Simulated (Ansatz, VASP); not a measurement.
# One calculation of Y, two programs

INCAR

```
SYSTEM = Y
ALGO = Normal
EDIFF = 1E-6
EDIFFG = -0.01
ENCUT = 600
GGA = PS
IBRION = 2
ISIF = 3
ISMEAR = 0
LASPH = .True.
LCHARG = .False.
LREAL = .False.
LWAVE = .False.
NELM = 100
NSW = 80
PREC = Accurate
SIGMA = 0.1
```

Contents of KPOINTS:

```
k-points
0
Gamma
  14 14 14
  0 0 0
```

Contents of POSCAR:

```
Y
1.0
   -1.9858396026      1.9858396026      1.9858396026
    1.9858396026     -1.9858396026      1.9858396026
    1.9858396026      1.9858396026     -1.9858396026
Y
1
Direct
    0.0000000000      0.0000000000      0.0000000000
```

Input for Ansatz:

```yaml
crystal:
  lattice:
    - [-1.9858396026, 1.9858396026, 1.9858396026]
    - [1.9858396026, -1.9858396026, 1.9858396026]
    - [1.9858396026, 1.9858396026, -1.9858396026]
  atoms:
    - { symbol: "Y", position: [0.0, 0.0, 0.0] }
basis:
  ecutwfc: 420
kpoints:
  mp_grid: { grid: [14, 14, 14] }
hamiltonian:
  xc: pbesol
scf:
  occupations: { method: gaussian, width: 0.1 }
output:
  forces: true
  stress: true
  eigenvalues: true
relax:
  adjacent_minimum: "off"
  f_tol: 0.01
  max_steps: 60
  cell: { stress_tol: 0.1 }
```

Alike in both runs: task relaxation of cell and atoms; functional PBEsol; k mesh 14 × 14 × 14; occupations gaussian, width 0.1 eV; no spin polarisation.

```csv
,VASP,Ansatz
version,VASP 6.6.1,Ansatz 0.2.0
potentials or method,"VASP PAW PBE potentials, release 64 (Y_sv), cutoff 600 eV","scalar-relativistic, plane waves, PAW"
valence electrons in the cell,11,11
```

Ansatz gave:

| Item | Value |
| --- | --- |
| gap on the k mesh at the Fermi level, each at its own relaxed structure (eV) | none |
| relaxed volume (Å³/atom) | 31.33 |
| relaxed cell length with the largest relative difference (Å) | 3.440 |

Problem. Which values does VASP return?

Solution. gap on the k mesh at the Fermi level, each at its own relaxed structure (eV): none; relaxed volume (Å³/atom): 31.27; relaxed cell length with the largest relative difference (Å): 3.437.

VASP's potentials were made for PBE, not for PBEsol. A gap of «none» marks a metal or a gap that the smearing closes.
